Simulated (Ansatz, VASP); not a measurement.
## Rh: VASP beside Ansatz

```
CELL_PARAMETERS angstrom
-0.18770 1.90200 1.87704
1.90200 -0.18770 1.87704
1.71430 1.71430 0.00000
ATOMIC_POSITIONS crystal
Rh 0.00000 0.00000 0.00000
```

Change from the starting cell: engineering shear strain xy -0.2000, equal normal strain along x and y +0.0133.

Alike in both runs: task single point; functional LDA; k mesh 20 × 20 × 20; occupations gaussian, width 0.15 eV; no spin polarisation.

|  | VASP | Ansatz |
| --- | --- | --- |
| version | VASP 6.6.1 | Ansatz 0.2.0 |
| potentials or method | VASP PAW LDA potentials, release 64 (Rh_pv), cutoff 520 eV | scalar-relativistic, plane waves, PAW |
| valence electrons in the cell | 15 | 17 |

Ansatz gave:

| Property | Result |
| --- | --- |
| gap on the k mesh at the Fermi level (eV) | none |
| pressure (GPa) | 6.4 |
| traceless stress, the component that is largest in VASP (GPa) | 37.12 |

Question: Which values does VASP return?

Answer: gap on the k mesh at the Fermi level (eV): none; pressure (GPa): 7.1; traceless stress, the component that is largest in VASP (GPa): 37.42.

Ansatz warns that its potentials were made for another functional, while VASP's fit it. LDA's correlation is that of Perdew and Zunger in VASP and of Perdew and Wang (1992) in Ansatz. A gap of «none» marks a metal or a gap that the smearing closes. VASP's potentials hold 15 valence electrons a cell and Ansatz's 17, so a difference there can come from the potentials and not from the codes.
